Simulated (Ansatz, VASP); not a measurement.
**Two plane-wave programs on TaMo3**

```
Ta Mo
1.0
     3.89510    0.00000    0.00000
     0.00000    3.89510    0.00000
     0.00000    0.00000    3.89510
Ta Mo
1 3
Direct
  0.00000 0.00000 0.00000
  0.00000 0.50000 0.50000
  0.50000 0.00000 0.50000
  0.50000 0.50000 0.00000
```

Change from the starting cell: species swapped into the HoTl3 type (Pm-3m, No. 221).

Alike in both runs: task relaxation of cell and atoms; functional PBE; k mesh 4 × 4 × 4; occupations gaussian, width 0.1 eV; no spin polarisation.

|  | VASP | Ansatz |
| --- | --- | --- |
| version | VASP 6.6.1 | Ansatz 0.2.0 |
| potentials or method | VASP PAW PBE potentials, release 64 (Ta_pv, Mo_sv), cutoff 600 eV | scalar-relativistic, plane waves, PAW |
| valence electrons in the cell | 53 | 55 |

```tsv
	VASP	Ansatz	Ansatz less VASP
gap on the k mesh at the Fermi level, each at its own relaxed structure (eV)	none	none	-
relaxed volume (Å³/atom)	16.82	16.81	-0.010
relaxed cell length with the largest relative difference (Å)	4.067	4.066	-0.0008
```

A gap of «none» marks a metal or a gap that the smearing closes. VASP's potentials hold 53 valence electrons a cell and Ansatz's 55, so a difference there can come from the potentials and not from the codes.

The k mesh is coarse, so the values compare programs but aren't converged. Spin-orbit coupling is off throughout.
